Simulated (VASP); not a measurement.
# C (Fddd) in VASP: further runs

C is run at these levels: PBE; tasks: single point.

Everything below comes from runs of VASP 6.6.1. Logs are shortened: lines on timing, memory, paths and dates and some standing lists are left out, and cuts for length are marked.

## 1. The cell of the first run

Symmetry: Fddd, No. 70, orthorhombic system. The conventional cell has a = 3.406 Å, b = 3.634 Å, c = 3.674 Å, α = 90.00°, β = 90.00°, γ = 90.00°. C (site symmetry 222) has 4 C at 1.55 Å within 2.1 Å.

## 2. Single point, PBE

Input file INCAR:

```
  ALGO = Normal
  EDIFF = 1E-6
  ENCUT = 520
  GGA = PE
  ISIF = 2
  ISMEAR = 0
  LASPH = True
  LCHARG = False
  LREAL = False
  LWAVE = False
  NBANDS = 11
  NELM = 80
  PREC = Accurate
  SIGMA = 0.05
```

Input file KPOINTS:

```
k-points
0
Gamma
  12 12 12
```

Input file POSCAR:

```
C
1.0
    0.0000000000      1.8371859785      1.8170952449
    1.7032477541      0.0000000000      1.8170952449
    1.7032477541      1.8371859785      0.0000000000
C
2
Direct
    0.5000000000      0.5000000000      0.5000000000
    0.7500000000      0.7500000000      0.7500000000
```

Potentials or basis: VASP PAW PBE potentials, release 64 (C).

Run with:

```
cat potpaw_PBE.64/C/POTCAR > POTCAR
mpirun -np 1 vasp_std > vasp.out
```

OUTCAR:

```text
EDIFF = 1E-6
   ENCUT = 520
   GGA = PE
   ISIF = 2
   ISMEAR = 0
   LASPH = True
   LREAL = False
   NELM = 80
   PREC = Accurate

 ion  position               nearest neighbor table
   1  0.500  0.500  0.500-   2 1.55   2 1.55   2 1.55   2 1.55
   2  0.750  0.750  0.750-   1 1.55   1 1.55   1 1.55   1 1.55

  LATTYP: Found a face centered orthorhombic cell.
 ALAT       =     3.4064955082
 B/A-ratio  =     1.0668414155
 C/A-ratio  =     1.0786369593

  Lattice vectors:

 A1 = (   0.0000000000,   1.8371859785,  -1.8170952449)
 A2 = (   1.7032477541,   1.8371859785,   0.0000000000)
 A3 = (   1.7032477541,   0.0000000000,  -1.8170952449)

Analysis of symmetry for initial positions (statically):
=====================================================================
 Subroutine PRICEL returns:
 Original cell was already a primitive cell.

 Routine SETGRP: Setting up the symmetry group for a
 face centered orthorhombic supercell.

 Subroutine GETGRP returns: Found  8 space group operations
 (whereof  4 operations were pure point group operations)
 out of a pool of  8 trial point group operations.

The static configuration has the point symmetry D_2 .
 The point group associated with its full space group is D_2h.

Analysis of symmetry for dynamics (positions and initial velocities):
=====================================================================
 Subroutine PRICEL returns:
 Original cell was already a primitive cell.

 Routine SETGRP: Setting up the symmetry group for a
 face centered orthorhombic supercell.

 Subroutine GETGRP returns: Found  8 space group operations
 (whereof  4 operations were pure point group operations)
 out of a pool of  8 trial point group operations.

The dynamic configuration has the point symmetry D_2 .
 The point group associated with its full space group is D_2h.

 Subroutine INISYM returns: Found  8 space group operations
 (whereof  4 operations are pure point group operations),
 and found     1 'primitive' translations

----------------------------------------------------------------------------------------

                                     Primitive cell

  volume of cell :      11.3720

  direct lattice vectors                    reciprocal lattice vectors
     0.000000000  1.837185978  1.817095245    -0.293556823  0.272155354  0.275164442
     1.703247754  0.000000000  1.817095245     0.293556823 -0.272155354  0.275164442
     1.703247754  1.837185978  0.000000000     0.293556823  0.272155354 -0.275164442

  length of vectors
     2.584006085  2.490559785  2.505255522     0.485756745  0.485756745  0.485756745

  position of ions in fractional coordinates (direct lattice)
     0.500000000  0.500000000  0.500000000
     0.750000000  0.750000000  0.750000000

  ion indices of the primitive-cell ions
   primitive index   ion index
                 1           1
                 2           2

----------------------------------------------------------------------------------------

 KPOINTS: k-points

Automatic generation of k-mesh.
 Grid dimensions read from file:
 generate k-points for:   12   12   12

 Generating k-lattice:

  Cartesian coordinates                     Fractional coordinates (reciprocal lattice)
    -0.024463069  0.022679613  0.022930370     0.083333333  0.000000000  0.000000000
     0.024463069 -0.022679613  0.022930370     0.000000000  0.083333333 -0.000000000
     0.024463069  0.022679613 -0.022930370     0.000000000 -0.000000000  0.083333333

  Length of vectors
     0.040479729  0.040479729  0.040479729

  Shift w.r.t. Gamma in fractional coordinates (k-lattice)
     0.000000000  0.000000000  0.000000000

 Subroutine IBZKPT returns following result:
 ===========================================

 Found    280 irreducible k-points:

 Following reciprocal coordinates:
            Coordinates               Weight
  0.000000  0.000000  0.000000      1.000000
  0.083333  0.000000  0.000000      8.000000
  0.166667 -0.000000 -0.000000      8.000000
  0.250000 -0.000000  0.000000      8.000000
  0.333333 -0.000000 -0.000000      8.000000
  0.416667 -0.000000  0.000000      8.000000
[... 16 lines left out ...]
  0.500000  0.166667 -0.000000      8.000000
 -0.416667  0.166667 -0.000000      8.000000
 [... further k-points ...]
   k-points           NKPTS =    280   k-points in BZ     NKDIM =    280   number of bands    NBANDS=     11
   number of dos      NEDOS =    301   number of ions     NIONS =      2
   total plane-waves  NPLWV =   8000
   dimension x,y,z NGX =    20 NGY =   20 NGZ =   20
   dimension x,y,z NGXF=    40 NGYF=   40 NGZF=   40
   ions per type =               2
   NGX,Y,Z   is equivalent  to a cutoff of  12.87, 13.35, 13.27 a.u.
   NGXF,Y,Z  is equivalent  to a cutoff of  25.73, 26.70, 26.54 a.u.
 SYSTEM =  unknown system
   PREC   = accura    normal or accurate (medium, high low for compatibility)
   ISTART =      0    job   : 0-new  1-cont  2-samecut
   ICHARG =      2    charge: 1-file 2-atom 10-const
   ISPIN  =      1    spin polarized calculation?
   LNONCOLLINEAR =      F non collinear calculations
   LSORBIT =      F    spin-orbit coupling
   LASPH  =      T    aspherical Exc in radial PAW
   ENCUT  =  520.0 eV  38.22 Ry    6.18 a.u.   4.80  4.63  4.66*2*pi/ulx,y,z
   NELM   =     80;   NELMIN=  2; NELMDL= -5     # of ELM steps
   EDIFF  = 0.1E-05   stopping-criterion for ELM
   LREAL  =      F    real-space projection
   EDIFFG = 0.1E-04   stopping-criterion for IOM
   NSW    =      0    number of steps for IOM
   IBRION =     -1    ionic relax: 0-MD 1-quasi-New 2-CG
   NFREE  =      0    steps in history (QN), initial steepest desc. (CG)
   ISIF   =      2    stress and relaxation
   ISYM   =      2    0-nonsym 1-usesym 2-fastsym
   POTIM  = 0.5000    time-step for ionic-motion
   TEBEG  =    0.0;   TEEND  =   0.0 temperature during run
   PSTRESS=    0.0 pullay stress
   NELECT =       8.0000    total number of electrons
   NUPDOWN=      -1.0000    fix difference up-down
   EMIN   =  10.00;   EMAX   =-10.00  energy-range for DOS
   EFERMI =   0.00;   METHOD = LEGACY
   ISMEAR =     0;   SIGMA  =   0.05  broadening in eV -4-tet -1-fermi 0-gaus
   EFERMI_NEDOS =   21; number of points for ismear=-14 and -15
   IALGO  =     38    algorithm
   IMIX   =      4    mixing-type and parameters
     AMIX     =   0.40;   BMIX     =  1.00
     AMIX_MAG =   1.60;   BMIX_MAG =  1.00
  volume/ion in A,a.u.               =       5.69        38.37
  Fermi-wavevector in a.u.,A,eV,Ry     =   1.455991  2.751424 28.843114  2.119909
  Thomas-Fermi vector in A             =   2.572961
   LORBIT       =      0    0 simple, 1 ext, 2 COOP (PROOUT), +10 PAW based schemes
   GGA     = PE    functional components
   LHFCALC =     F    Hartree Fock is set to
   AEXX    =    0.0000 exact exchange contribution
   IVDW    =     0    specifies the selected vdW correction
   LEPSILON=     F    determine dielectric tensor
   LRPA    =     F    only Hartree local field effects (RPA)
 non-spin polarized calculation
 Gauss-broadening in eV      SIGMA  =   0.05
  energy-cutoff  :      520.00
  volume of cell :       11.37
 maximum number of plane-waves:       315
   NGX =  9   NGY =  9   NGZ =  9

 number of electron       8.0000000 magnetization

 Free energy of the ion-electron system (eV)
  ---------------------------------------------------
  ext. energy  EPLUGINS =         0.00000000
  ---------------------------------------------------
  free energy    TOTEN  =       -18.08052561 eV

  energy without entropy =      -18.08052561  energy(sigma->0) =      -18.08052561

 E-fermi :  10.5483     XC(G=0): -13.2457

 val. band max:       10.3533887754   @ k =   0.0000   0.0000   0.0000
 cond. band min:      12.7817994294   @ k =   0.0000   0.3333   0.3333
 fundamental gap:      2.4284106541
 Fermi energy:        10.5483427169

 k-point     1 :       0.0000    0.0000    0.0000
  band No.  band energies     occupation
      1     -11.7423      2.00000
      2       9.2787      2.00000
      3       9.4703      2.00000
      4      10.3534      2.00000
      5      14.7541      0.00000
      6      15.5538      0.00000
      7      15.6895      0.00000
      8      22.9035      0.00000
      9      29.0138      0.00000
     10      34.3824      0.00000
     11      35.7493      0.00000

 k-point     2 :       0.0833    0.0000    0.0000
  band No.  band energies     occupation
      1     -11.5497      2.00000
      2       8.3640      2.00000
      3       9.0453      2.00000
      4       9.8417      2.00000
      5      15.1779      0.00000
      6      15.9962      0.00000
      7      16.3387      0.00000
      8      23.0753      0.00000
      9      29.3327      0.00000
     10      32.7407      0.00000
     11      34.2194      0.00000

 k-point     3 :       0.1667   -0.0000   -0.0000
  band No.  band energies     occupation
      1     -10.9743      2.00000
      2       5.9473      2.00000
      3       8.2864      2.00000
      4       9.1118      2.00000
      5      16.0004      0.00000
      6      16.8282      0.00000
      7      17.5165      0.00000
      8      23.5743      0.00000
      9      29.9522      0.00000
     10      31.5394      0.00000
     11      32.7614      0.00000

 k-point     4 :       0.2500   -0.0000    0.0000
  band No.  band energies     occupation
      1     -10.0246      2.00000
      2       3.1412      2.00000
      3       7.4952      2.00000
      4       8.4425      2.00000
      5      16.6881      0.00000
      6      17.5247      0.00000
      7      18.5069      0.00000
      8      24.2823      0.00000
      9      30.1901      0.00000
     10      31.5842      0.00000
     11      32.5390      0.00000
[... 239 lines left out ...]
 k-point    22 :       0.4167    0.1667    0.0000
  band No.  band energies     occupation
      1      -7.6534      2.00000
      2       0.0579      2.00000
      3       5.0434      2.00000
      4       6.0267      2.00000
      5      16.7008      0.00000
      6      19.4986      0.00000
      7      21.7198      0.00000
      8      22.6968      0.00000
      9      30.4790      0.00000
     10      31.6038      0.00000
     11      36.8570      0.00000

 k-point    23 :       0.5000    0.1667   -0.0000
  band No.  band energies     occupation
      1      -6.0687      2.00000
      2      -2.1952      2.00000
      3       4.3702      2.00000
      4       6.0643      2.00000
      5      17.1133      0.00000
      6      19.4101      0.00000
      7      21.6644      0.00000
      8      24.2891      0.00000
      9      29.5966      0.00000
     10      33.0792      0.00000
     11      36.5397      0.00000

 k-point    24 :      -0.4167    0.1667   -0.0000
  band No.  band energies     occupation
      1      -5.5162      2.00000
      2      -2.8548      2.00000
      3       3.9285      2.00000
      4       6.4075      2.00000
      5      17.5497      0.00000
      6      19.1665      0.00000
      7      21.3868      0.00000
      8      25.1317      0.00000
      9      29.2147      0.00000
     10      34.0298      0.00000
     11      34.2500      0.00000

 [... further k-points ...]
[... 5 lines left out ...]
  --------------------------------------------------------------------------------------
  -------------------------------------------------------------------------------------
  Total        2.9612235     -1.7404547     -0.9133058      0.0000000      0.0000000      0.0000000
  in kB      417.1988748   -245.2080203   -128.6732210      0.0000000      0.0000000      0.0000000
  external PRESSURE =      14.4392112 kB  Pullay stress =       0.0000000 kB

 VOLUME and BASIS-vectors are now :
 -----------------------------------------------------------------------------
  energy-cutoff  :      520.00
  volume of cell :       11.37
      direct lattice vectors                 reciprocal lattice vectors
     0.000000000  1.837185978  1.817095245    -0.293556823  0.272155354  0.275164442
     1.703247754  0.000000000  1.817095245     0.293556823 -0.272155354  0.275164442
     1.703247754  1.837185978  0.000000000     0.293556823  0.272155354 -0.275164442

 POSITION                                       TOTAL-FORCE (eV/Angst)
 -----------------------------------------------------------------------------------
      1.70325      1.83719      1.81710         0.000000      0.000000      0.000000
      2.55487      2.75578      2.72564        -0.000000     -0.000000     -0.000000
 -----------------------------------------------------------------------------------
    total drift:                                0.000000     -0.000000      0.000000

  FREE ENERGIE OF THE ION-ELECTRON SYSTEM (eV)
  ---------------------------------------------------
  free  energy   TOTEN  =       -18.0805256129 eV

  energy  without entropy=      -18.0805256129  energy(sigma->0) =      -18.08052561
```

It took 47 s on 1 thread of Intel Xeon 8259CL, shared host; peak memory 0.14 GiB.

Results:

| Item | Value |
| --- | --- |
| Free energy | -18.0805 eV |
| Pressure | 1.4 GPa |
| Band gap on the k mesh | 2.43 eV, indirect (least direct gap 4.40 eV) |

Caveat: the cell differs from its parent crystal (strain +e along x and -e along y -0.0375, strain +e along z and -e/2 along x and y +0.0175). A k mesh can miss the band edges.

## 3. Single point, PBE

Input file INCAR:

```
SYSTEM = C
  PREC = Accurate
  ENCUT = 520
  EDIFF = 1E-6
  ISMEAR = 0
  SIGMA = 0.05
  LREAL = .FALSE.
  LASPH = .TRUE.
  NELM = 80
  ALGO = Normal
  ISIF = 2
  LWAVE = .FALSE.
  LCHARG = .FALSE.
  GGA = PE
  NBANDS = 11
```

Input file KPOINTS:

```
regular mesh
0
G
  12 12 12
  0 0 0
```

Input file POSCAR:

```
C
1.0
    0.0000000000      1.9398719506      1.8795997496
    1.5380572773      0.0000000000      1.8795997496
    1.5380572773      1.9398719506      0.0000000000
C
2
Direct
    0.5000000000      0.5000000000      0.5000000000
    0.7500000000      0.7500000000      0.7500000000
```

Potentials or basis: VASP PAW PBE potentials, release 64 (C).

Run with:

```
cat potpaw_PBE.64/C/POTCAR > POTCAR
mpirun -np 1 vasp_std > vasp.out
```

Wall time 40 s (1 thread of Intel Xeon 8259CL, shared host); peak memory 0.13 GiB.

Results (log left out):

| Property | Result |
| --- | --- |
| Free energy | -17.2879 eV |
| Pressure | 8.0 GPa |
| Band gap on the k mesh | zero (band 4 reaches 11.71 eV, above the bottom of band 5 at 10.82 eV) |

Stress tensor (GPa, compression positive):
```
112.14   0.00   0.00
  0.00 -65.09   0.00
  0.00   0.00 -22.93
```

Levels at points of the mesh, in eV from the Fermi level:
| k point | band 1 | band 2 | band 3 | band 4 | band 5 | band 6 | band 7 | band 8 |
| --- | --- | --- | --- | --- | --- | --- | --- | --- |
| (0.00, 0.00, 0.00) | -22.78 | -2.40 | -1.68 | 0.61 | 3.17 | 5.63 | 6.01 | 11.84 |
| (0.50, 0.00, 0.00) | -16.73 | -14.52 | -5.56 | -2.45 | 4.16 | 6.41 | 10.89 | 15.09 |
| (0.50, 0.50, 0.00) | -14.77 | -14.77 | -6.26 | -6.26 | 5.38 | 5.38 | 13.38 | 13.38 |
| (0.50, 0.00, 0.50) | -15.24 | -15.24 | -5.82 | -5.82 | 6.09 | 6.09 | 13.69 | 13.69 |
| (0.00, 0.50, 0.50) | -11.56 | -11.56 | -9.37 | -9.37 | 0.52 | 0.52 | 16.10 | 16.10 |

Caveat: the cell differs from its parent crystal (strain +e along x and -e along y -0.1125, strain +e along z and -e/2 along x and y +0.0525).

## 4. Single point, PBE

Input file INCAR:

```
ALGO = Normal
EDIFF = 1E-6
ENCUT = 520
GGA = PE
ISIF = 2
ISMEAR = 0
LASPH = True
LCHARG = False
LREAL = False
LWAVE = False
NBANDS = 11
NELM = 60
PREC = Accurate
SIGMA = 0.05
```

Input file KPOINTS:

```
k-points
0
Gamma
  12 12 12
```

Input file POSCAR:

```
C
1.0
    0.0000000000      1.8059337262      1.8795997496
    1.6719955017      0.0000000000      1.8795997496
    1.6719955017      1.8059337262      0.0000000000
C
2
Direct
    0.5000000000      0.5000000000      0.5000000000
    0.7500000000      0.7500000000      0.7500000000
```

Run with:

```
cat potpaw_PBE.64/C/POTCAR > POTCAR
mpirun -np 1 vasp_std > vasp.out
```

It took 43 s on 1 thread of Intel Xeon 8259CL, shared host; peak memory 0.14 GiB.

The run converged. Its results:

```yaml
Free_energy: -17.9613 eV
Pressure: 2.4 GPa
Band_gap_on_the_k_mesh: 1.80 eV, indirect (least direct gap 4.00 eV)
```

Stress tensor (GPa, compression positive):
```
 57.10   0.00   0.00
  0.00  -2.78   0.00
  0.00   0.00 -47.20
```

Levels at points of the mesh, in eV from the valence-band top:
| k point | band 1 | band 2 | band 3 | band 4 | band 5 | band 6 | band 7 | band 8 | band 9 |
| --- | --- | --- | --- | --- | --- | --- | --- | --- | --- |
| (0.00, 0.00, 0.00) | -22.36 | -1.70 | -0.97 | 0.00 | 4.00 | 4.95 | 5.45 | 12.26 | 18.50 |
| (0.50, 0.00, 0.00) | -16.54 | -14.23 | -4.55 | -2.80 | 5.94 | 7.36 | 9.66 | 14.90 | 20.78 |
| (0.50, 0.50, 0.00) | -14.42 | -14.42 | -6.33 | -6.33 | 5.16 | 5.16 | 15.31 | 15.31 | 21.28 |
| (0.50, 0.00, 0.50) | -13.81 | -13.81 | -6.91 | -6.91 | 4.25 | 4.25 | 15.21 | 15.21 | 21.60 |
| (0.00, 0.50, 0.50) | -12.60 | -12.60 | -8.07 | -8.07 | 2.41 | 2.41 | 16.07 | 16.07 | 23.02 |

Caveat: the cell differs from its parent crystal (strain +e along x and -e along y -0.0375, strain +e along z and -e/2 along x and y +0.0525).

## 5. Single point, PBE

Input file INCAR:

```
SYSTEM = C
PREC = Accurate
ENCUT = 520
EDIFF = 1E-7
ISMEAR = 0
SIGMA = 0.05
LREAL = .False.
LASPH = .True.
NELM = 100
ALGO = Normal
ISIF = 2
LWAVE = .False.
LCHARG = .True.
GGA = PE
LELF = .True.
LVHAR = .True.
NBANDS = 11
```

Input file KPOINTS:

```
Automatic mesh
0
Gamma
  12 12 12
  0 0 0
```

Input file POSCAR:

```
C
1.0
    0.0000000000      1.9711242030      1.8170952449
    1.5693095297      0.0000000000      1.8170952449
    1.5693095297      1.9711242030      0.0000000000
C
2
Direct
    0.5000000000      0.5000000000      0.5000000000
    0.7500000000      0.7500000000      0.7500000000
```

Run with:

```
cat potpaw_PBE.64/C/POTCAR > POTCAR
mpirun -np 1 vasp_std > vasp.out
```

It took 44 s on 1 thread of Intel Xeon 8259CL, shared host; peak memory 0.14 GiB.

The run converged. Its results:

- Free energy: -17.3647 eV
- Pressure: 7.2 GPa
- Band gap on the k mesh: zero (band 4 reaches 11.53 eV, above the bottom of band 5 at 11.25 eV)

Stress tensor (GPa, compression positive):
```
103.90   0.00   0.00
  0.00 -93.22   0.00
  0.00   0.00  11.03
```

Levels at points of the mesh, in eV from the Fermi level:
```tsv
k point	band 1	band 2	band 3	band 4	band 5	band 6	band 7	band 8	band 9
(0.00, 0.00, 0.00)	-22.93	-3.01	-1.25	0.28	3.14	4.94	5.93	11.45	18.50
(0.50, 0.00, 0.00)	-16.93	-14.69	-5.74	-2.53	3.89	6.77	10.64	14.74	20.40
(0.50, 0.50, 0.00)	-14.41	-14.41	-7.00	-7.00	4.32	4.32	13.35	13.35	19.82
(0.50, 0.00, 0.50)	-15.63	-15.63	-5.85	-5.85	6.14	6.14	14.02	14.02	19.72
(0.00, 0.50, 0.50)	-12.05	-12.05	-9.27	-9.27	0.74	0.74	15.57	15.57	22.85
```

Caveat: the cell differs from its parent crystal (strain +e along x and -e along y -0.1125, strain +e along z and -e/2 along x and y +0.0175).

## 6. The runs side by side

```tsv
cell	gap on the mesh (eV)	pressure (GPa)
a = 2.584, b = 2.491, c = 2.505 Å, angles 62.3, 58.6, 59.1°, 2 atoms	2.43	1.4
a = 2.701, b = 2.429, c = 2.476 Å, angles 66.8, 55.8, 57.4°, 2 atoms	none	8.0
a = 2.607, b = 2.516, c = 2.461 Å, angles 63.2, 59.4, 57.4°, 2 atoms	1.80	2.4
a = 2.681, b = 2.401, c = 2.520 Å, angles 66.0, 54.9, 59.1°, 2 atoms	none	7.2
```

Alike in all rows: task single point; level PBE; potentials or basis VASP PAW PBE potentials, release 64 (C); no spin polarisation; k mesh 12 × 12 × 12; cutoff (eV) 520; smearing gaussian 0.05 eV.

Absolute energies hang on the potentials; compare differences alone.
